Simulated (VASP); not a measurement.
# PbS (P6_3mc) in VASP: a series of runs

PbS is run at these levels: r2SCAN; tasks: single point.

Program: VASP 6.6.1. These are calculated values, not measurements. Logs are shortened: lines on timing, memory, paths and dates and some standing lists are left out, and cuts for length are marked.

## 1. The cell of the first run

It takes space group P6_3mc (No. 186, hexagonal). Conventional cell: a = 4.086 Å, b = 4.086 Å, c = 7.469 Å, α = 90.00°, β = 90.00°, γ = 120.00°. Within 3.8 Å of Pb (site symmetry 3m) lie 6 S at 2.85 to 3.19 Å and 2 Pb at 3.73 Å. Within 3.8 Å of S (site symmetry 3m) lie 6 Pb at 2.85 to 3.19 Å.

## 2. Single point, r2SCAN

File POSCAR:

```
PbS
1.0
    2.0429167702     -3.5384929194      0.0000000000
    2.0429167702      3.5384929194      0.0000000000
    0.0000000000      0.0000000000      7.4692079549
Pb S
2 2
Direct
   -0.0000017348      1.0000017348      0.4829158796
    1.0000017348     -0.0000017348      0.9829158796
    0.6666675198      0.3333324802      0.6962841204
    0.3333324802      0.6666675198      0.1962841204
```

File INCAR.step1:

```
PREC = Accurate ; ENCUT = 520
ISMEAR = 0 ; SIGMA = 0.01
LREAL = False ; LASPH = True
NELM = 80 ; NBANDS = 28
GGA = PE ; ALGO = Normal
EDIFF = 1E-4 ; LWAVE = True
LCHARG = False
```

File INCAR.step2:

```
PREC = Accurate ; ENCUT = 520
EDIFF = 1E-6 ; ISMEAR = 0
SIGMA = 0.01 ; LREAL = False
LASPH = True ; NELM = 80
ALGO = Normal ; ISIF = 2
LWAVE = False ; LCHARG = False
METAGGA = R2SCAN ; LMIXTAU = True
NBANDS = 28 ; ISTART = 1
```

File KPOINTS:

```
Automatic mesh
0
Gamma
  6 6 2
```

Potentials or basis: VASP PAW PBE potentials, release 64 (Pb_d, S).

On the command line:

```
$ cat potpaw_PBE.64/Pb_d/POTCAR potpaw_PBE.64/S/POTCAR > POTCAR
$ cp INCAR.step1 INCAR
$ mpirun -np 1 vasp_std > vasp.out
$ cp INCAR.step2 INCAR
$ mpirun -np 1 vasp_std > vasp.out
```

OUTCAR:

```text
PREC = Accurate
   ENCUT = 520
   EDIFF = 1E-6
   ISMEAR = 0
   LREAL = False
   LASPH = True
   NELM = 80
   ISIF = 2
   METAGGA = R2SCAN
   ISTART = 1

 ion  position               nearest neighbor table
   1  1.000  0.000  0.483-   3 2.85   3 2.85   3 2.85   4 3.19   4 3.19   4 3.19   2 3.73   2 3.73

   2  0.000  1.000  0.983-   4 2.85   4 2.85   4 2.85   3 3.19   3 3.19   3 3.19   1 3.73   1 3.73

   3  0.667  0.333  0.696-   1 2.85   1 2.85   1 2.85   2 3.19   2 3.19   2 3.19
   4  0.333  0.667  0.196-   2 2.85   2 2.85   2 2.85   1 3.19   1 3.19   1 3.19

  LATTYP: Found a base centered orthorhombic cell.
 ALAT       =     4.0858335404
 B/A-ratio  =     1.7320788448
 C/A-ratio  =     1.8280744629

  Lattice vectors:

 A1 = (   2.0429167702,  -3.5384929194,   0.0000000000)
 A2 = (   2.0429167702,   3.5384929194,   0.0000000000)
 A3 = (   0.0000000000,   0.0000000000,   7.4692079549)

Analysis of symmetry for initial positions (statically):
=====================================================================
 Subroutine PRICEL returns:
 Original cell was already a primitive cell.

 Routine SETGRP: Setting up the symmetry group for a
 base centered orthorhombic supercell.

 Subroutine GETGRP returns: Found  4 space group operations
 (whereof  2 operations were pure point group operations)
 out of a pool of  8 trial point group operations.

The static configuration has the point symmetry C_1h.
 The point group associated with its full space group is C_2v.

Analysis of symmetry for dynamics (positions and initial velocities):
=====================================================================
 Subroutine PRICEL returns:
 Original cell was already a primitive cell.

 Routine SETGRP: Setting up the symmetry group for a
 base centered orthorhombic supercell.

 Subroutine GETGRP returns: Found  4 space group operations
 (whereof  2 operations were pure point group operations)
 out of a pool of  8 trial point group operations.

The dynamic configuration has the point symmetry C_1h.
 The point group associated with its full space group is C_2v.

 Subroutine INISYM returns: Found  4 space group operations
 (whereof  2 operations are pure point group operations),
 and found     1 'primitive' translations

----------------------------------------------------------------------------------------

                                     Primitive cell

  volume of cell :     107.9875

  direct lattice vectors                    reciprocal lattice vectors
     2.042916770 -3.538492919  0.000000000     0.244748101 -0.141303095  0.000000000
     2.042916770  3.538492919  0.000000000     0.244748101  0.141303095  0.000000000
     0.000000000  0.000000000  7.469207955     0.000000000  0.000000000  0.133883004

  length of vectors
     4.085883145  4.085883145  7.469207955     0.282609620  0.282609620  0.133883004

  position of ions in fractional coordinates (direct lattice)
     0.999998265  0.000001735  0.482915880
     0.000001735  0.999998265  0.982915880
     0.666667520  0.333332480  0.696284120
     0.333332480  0.666667520  0.196284120

  ion indices of the primitive-cell ions
   primitive index   ion index
                 1           1
                 2           2
                 3           3
                 4           4

----------------------------------------------------------------------------------------

 KPOINTS: Automatic mesh

Automatic generation of k-mesh.
 Grid dimensions read from file:
 generate k-points for:    6    6    2

 Generating k-lattice:

  Cartesian coordinates                     Fractional coordinates (reciprocal lattice)
     0.040791350 -0.023550516  0.000000000     0.166666667  0.000000000  0.000000000
     0.040791350  0.023550516  0.000000000     0.000000000  0.166666667  0.000000000
     0.000000000  0.000000000  0.066941502     0.000000000  0.000000000  0.500000000

  Length of vectors
     0.047101603  0.047101603  0.066941502

  Shift w.r.t. Gamma in fractional coordinates (k-lattice)
     0.000000000  0.000000000  0.000000000

 Subroutine IBZKPT returns following result:
 ===========================================

 Found     26 irreducible k-points:

 Following reciprocal coordinates:
            Coordinates               Weight
  0.000000  0.000000  0.000000      1.000000
  0.166667 -0.000000  0.000000      4.000000
  0.333333  0.000000  0.000000      4.000000
  0.500000  0.000000  0.000000      2.000000
  0.166667  0.166667  0.000000      2.000000
  0.333333  0.166667  0.000000      4.000000
[... 16 lines left out ...]
  0.333333  0.333333  0.500000      2.000000
  0.500000  0.333333  0.500000      4.000000
 [... further k-points ...]
   k-points           NKPTS =     26   k-points in BZ     NKDIM =     26   number of bands    NBANDS=     28
   number of dos      NEDOS =    301   number of ions     NIONS =      4
   total plane-waves  NPLWV =  50400
   dimension x,y,z NGX =    30 NGY =   30 NGZ =   56
   dimension x,y,z NGXF=    60 NGYF=   60 NGZF=  112
   ions per type =               2   2
   NGX,Y,Z   is equivalent  to a cutoff of  12.21, 12.21, 12.46 a.u.
   NGXF,Y,Z  is equivalent  to a cutoff of  24.41, 24.41, 24.93 a.u.
 SYSTEM =  unknown system
   PREC   = accura    normal or accurate (medium, high low for compatibility)
   ISTART =      1    job   : 0-new  1-cont  2-samecut
   ICHARG =      0    charge: 1-file 2-atom 10-const
   ISPIN  =      1    spin polarized calculation?
   LNONCOLLINEAR =      F non collinear calculations
   LSORBIT =      F    spin-orbit coupling
   LASPH  =      T    aspherical Exc in radial PAW
   ENCUT  =  520.0 eV  38.22 Ry    6.18 a.u.   7.60  7.60 13.89*2*pi/ulx,y,z
   NELM   =     80;   NELMIN=  2; NELMDL=  0     # of ELM steps
   EDIFF  = 0.1E-05   stopping-criterion for ELM
   LREAL  =      F    real-space projection
   EDIFFG = 0.1E-04   stopping-criterion for IOM
   NSW    =      0    number of steps for IOM
   IBRION =     -1    ionic relax: 0-MD 1-quasi-New 2-CG
   NFREE  =      0    steps in history (QN), initial steepest desc. (CG)
   ISIF   =      2    stress and relaxation
   ISYM   =      2    0-nonsym 1-usesym 2-fastsym
   POTIM  = 0.5000    time-step for ionic-motion
   TEBEG  =    0.0;   TEEND  =   0.0 temperature during run
   PSTRESS=    0.0 pullay stress
   NELECT =      40.0000    total number of electrons
   NUPDOWN=      -1.0000    fix difference up-down
   EMIN   =  10.00;   EMAX   =-10.00  energy-range for DOS
   EFERMI =   0.00;   METHOD = LEGACY
   ISMEAR =     0;   SIGMA  =   0.01  broadening in eV -4-tet -1-fermi 0-gaus
   EFERMI_NEDOS =   21; number of points for ismear=-14 and -15
   IALGO  =     38    algorithm
   IMIX   =      4    mixing-type and parameters
     AMIX     =   0.40;   BMIX     =  1.00
     AMIX_MAG =   1.60;   BMIX_MAG =  1.00
  volume/ion in A,a.u.               =      27.00       182.18
  Fermi-wavevector in a.u.,A,eV,Ry     =   1.175719  2.221787 18.807549  1.382316
  Thomas-Fermi vector in A             =   2.312095
   LORBIT       =      0    0 simple, 1 ext, 2 COOP (PROOUT), +10 PAW based schemes
   METAGGA = R2SCAN    functional components
   LHFCALC =     F    Hartree Fock is set to
   AEXX    =    0.0000 exact exchange contribution
   IVDW    =     0    specifies the selected vdW correction
   LEPSILON=     F    determine dielectric tensor
   LRPA    =     F    only Hartree local field effects (RPA)
 non-spin polarized calculation
 Gauss-broadening in eV      SIGMA  =   0.01
  energy-cutoff  :      520.00
  volume of cell :      107.99
 maximum number of plane-waves:      2937
   NGX = 15   NGY = 15   NGZ = 27

 number of electron      40.0000003 magnetization

 Free energy of the ion-electron system (eV)
  ---------------------------------------------------
  ext. energy  EPLUGINS =         0.00000000
  ---------------------------------------------------
  free energy    TOTEN  =      -130.97098621 eV

  energy without entropy =     -130.97098621  energy(sigma->0) =     -130.97098621

 E-fermi :   5.5339     XC(G=0): -10.0497

 val. band max:        5.4207666100   @ k =   0.0000   0.0000   0.0000
 cond. band min:       5.9969292420   @ k =   0.5000   0.0000   0.0000
 fundamental gap:      0.5761626320
 Fermi energy:         5.5338818466

 k-point     1 :       0.0000    0.0000    0.0000
  band No.  band energies     occupation
      1     -12.2456      2.00000
      2     -12.1946      2.00000
      3     -12.1946      2.00000
      4     -12.1777      2.00000
      5     -12.1776      2.00000
      6     -12.1542      2.00000
[... 20 lines left out ...]
     27      12.6149      0.00000
     28      13.4931      0.00000

 k-point     2 :       0.1667   -0.0000    0.0000
  band No.  band energies     occupation
      1     -12.2391      2.00000
      2     -12.2226      2.00000
      3     -12.1851      2.00000
      4     -12.1830      2.00000
      5     -12.1648      2.00000
      6     -12.1623      2.00000
[... 20 lines left out ...]
     27      11.8329      0.00000
     28      12.6229      0.00000

 k-point     3 :       0.3333    0.0000    0.0000
  band No.  band energies     occupation
      1     -12.2898      2.00000
      2     -12.2241      2.00000
      3     -12.2043      2.00000
      4     -12.1770      2.00000
      5     -12.1720      2.00000
      6     -12.1329      2.00000
[... 20 lines left out ...]
     27      11.8350      0.00000
     28      13.8065      0.00000

 k-point     4 :       0.5000    0.0000    0.0000
  band No.  band energies     occupation
      1     -12.3213      2.00000
      2     -12.2204      2.00000
      3     -12.2152      2.00000
      4     -12.1787      2.00000
      5     -12.1719      2.00000
      6     -12.1401      2.00000
[... 578 lines left out ...]
     27      12.8774      0.00000
     28      12.8774      0.00000

 k-point    23 :       0.3333    0.3333    0.5000
  band No.  band energies     occupation
      1     -12.2444      2.00000
      2     -12.2444      2.00000
      3     -12.1702      2.00000
      4     -12.1702      2.00000
      5     -12.1417      2.00000
      6     -12.1417      2.00000
[... 20 lines left out ...]
     27      13.4097      0.00000
     28      13.4097      0.00000

 k-point    24 :       0.5000    0.3333    0.5000
  band No.  band energies     occupation
      1     -12.2494      2.00000
      2     -12.2494      2.00000
      3     -12.1642      2.00000
      4     -12.1642      2.00000
      5     -12.1579      2.00000
      6     -12.1579      2.00000
[... 20 lines left out ...]
     27      12.7155      0.00000
     28      12.7155      0.00000

 [... further k-points ...]

------------------------ aborting loop because EDIFF is reached ----------------------------------------

  FORCE on cell =-STRESS in cart. coord.  units (eV):
  Direction    XX          YY          ZZ          XY          YZ          ZX
  --------------------------------------------------------------------------------------
  -------------------------------------------------------------------------------------
  Total        0.7243403      0.7239348      0.5786396      0.0000000      0.0000000      0.0000000
  in kB       10.7468129     10.7407964      8.5850966      0.0000000      0.0000000      0.0000000
  external PRESSURE =      10.0242353 kB  Pullay stress =       0.0000000 kB

 VOLUME and BASIS-vectors are now :
 -----------------------------------------------------------------------------
  energy-cutoff  :      520.00
  volume of cell :      107.99
      direct lattice vectors                 reciprocal lattice vectors
     2.042916770 -3.538492919  0.000000000     0.244748101 -0.141303095  0.000000000
     2.042916770  3.538492919  0.000000000     0.244748101  0.141303095  0.000000000
     0.000000000  0.000000000  7.469207955     0.000000000  0.000000000  0.133883004

 POSITION                                       TOTAL-FORCE (eV/Angst)
 -----------------------------------------------------------------------------------
      2.04292     -3.53848      3.60700         0.000000     -0.000011      0.019884
      2.04292      3.53848      7.34160         0.000000      0.000011      0.019884
      2.04292     -1.17950      5.20069         0.000000     -0.000024     -0.019884
      2.04292      1.17950      1.46609         0.000000      0.000024     -0.019884
 -----------------------------------------------------------------------------------
    total drift:                               -0.000000      0.000000     -0.000007

  FREE ENERGIE OF THE ION-ELECTRON SYSTEM (eV)
  ---------------------------------------------------
  free  energy   TOTEN  =      -130.9709862123 eV

  energy  without entropy=     -130.9709862123  energy(sigma->0) =     -130.97098621
```

It took 2.9 min on 1 thread of Intel Xeon Platinum 8375C at 2.90GHz (Ice Lake), shared host; peak memory 0.26 GiB.

Results:

```
Free energy            : -130.9710 eV
Pressure               : 1.0 GPa
Largest force          : 0.020 eV/Å
Band gap on the k mesh : 0.58 eV, indirect (least direct gap 0.99 eV)
```

Forces in eV/Å, atoms in the order of the input:
```
Pb   0.000  0.000  0.020
Pb   0.000  0.000  0.020
S    0.000  0.000 -0.020
S    0.000  0.000 -0.020
```

Stress tensor (GPa, compression positive):
```
1.07 0.00 0.00
0.00 1.07 0.00
0.00 0.00 0.86
```

Caveat: the k points lie up to 0.42 Å⁻¹ apart; the PAW data sets were made with another functional, which shifts forces and pressure a little; spin-orbit coupling is left out, which moves the levels of the heavy elements.

## 3. Single point, r2SCAN

POSCAR is that of step 2.

File INCAR.step1:

```
SYSTEM = PbS
PREC = Accurate
ENCUT = 520
ISMEAR = 0
SIGMA = 0.01
LREAL = .False.
LASPH = .True.
NELM = 80
NBANDS = 28
GGA = PE
ALGO = Normal
EDIFF = 1E-4
LWAVE = .True.
LCHARG = .False.
```

File INCAR.step2:

```
SYSTEM = PbS
PREC = Accurate
ENCUT = 520
EDIFF = 1E-6
ISMEAR = 0
SIGMA = 0.01
LREAL = .False.
LASPH = .True.
NELM = 80
ALGO = Normal
ISIF = 2
LWAVE = .False.
LCHARG = .False.
METAGGA = R2SCAN
LMIXTAU = .True.
NBANDS = 28
ISTART = 1
```

File KPOINTS:

```
regular mesh
0
Gamma
  6 6 2
  0 0 0
```

Potentials or basis: VASP PAW PBE potentials, release 64 (Pb_d, S).

On the command line:

```
$ cat potpaw_PBE.64/Pb_d/POTCAR potpaw_PBE.64/S/POTCAR > POTCAR
$ cp INCAR.step1 INCAR
$ mpirun -np 1 vasp_std > vasp.out
$ cp INCAR.step2 INCAR
$ mpirun -np 1 vasp_std > vasp.out
```

It took 2.8 min on 1 thread of Intel Xeon Platinum 8375C at 2.90GHz (Ice Lake), shared host; peak memory 0.25 GiB.

The run converged. Its results:

| Item | Value |
| --- | --- |
| Free energy | -130.9710 eV |
| Pressure | 1.0 GPa |
| Largest force | 0.020 eV/Å |
| Band gap on the k mesh | 0.58 eV, indirect (least direct gap 0.99 eV) |

Forces on the atoms (eV/Å):
```
Pb   0.000  0.000  0.020
Pb   0.000  0.000  0.020
S    0.000  0.000 -0.020
S    0.000  0.000 -0.020
```

Stress tensor (GPa, compression positive):
```
1.07 0.00 0.00
0.00 1.07 0.00
0.00 0.00 0.86
```

Levels at points of the mesh, in eV from the valence-band top:
| k point | band 16 | band 17 | band 18 | band 19 | band 20 | band 21 | band 22 | band 23 | band 24 | band 25 |
| --- | --- | --- | --- | --- | --- | --- | --- | --- | --- | --- |
| (0.00, 0.00, 0.00) | -2.15 | -2.15 | -1.77 | -1.77 | 0.00 | 0.99 | 3.62 | 3.62 | 4.01 | 4.01 |
| (0.50, 0.00, 0.00) | -4.43 | -3.28 | -2.08 | -1.78 | -1.03 | 0.58 | 2.44 | 2.85 | 4.12 | 4.58 |
| (0.50, 0.50, 0.00) | -4.43 | -3.28 | -2.08 | -1.78 | -1.03 | 0.58 | 2.44 | 2.85 | 4.12 | 4.58 |
| (0.00, 0.00, 0.50) | -1.96 | -1.96 | -1.96 | -1.51 | -1.51 | 2.85 | 2.85 | 3.70 | 3.70 | 3.70 |
| (0.50, 0.00, 0.50) | -3.56 | -2.77 | -2.77 | -2.72 | -2.72 | 2.62 | 2.62 | 3.39 | 3.39 | 3.95 |
| (0.50, 0.50, 0.50) | -3.56 | -2.77 | -2.77 | -2.72 | -2.72 | 2.62 | 2.62 | 3.39 | 3.39 | 3.95 |

Caveat: the k points lie up to 0.42 Å⁻¹ apart; the PAW data sets were made with another functional, which shifts forces and pressure a little; spin-orbit coupling is left out, which moves the levels of the heavy elements. A k mesh can miss the band edges.
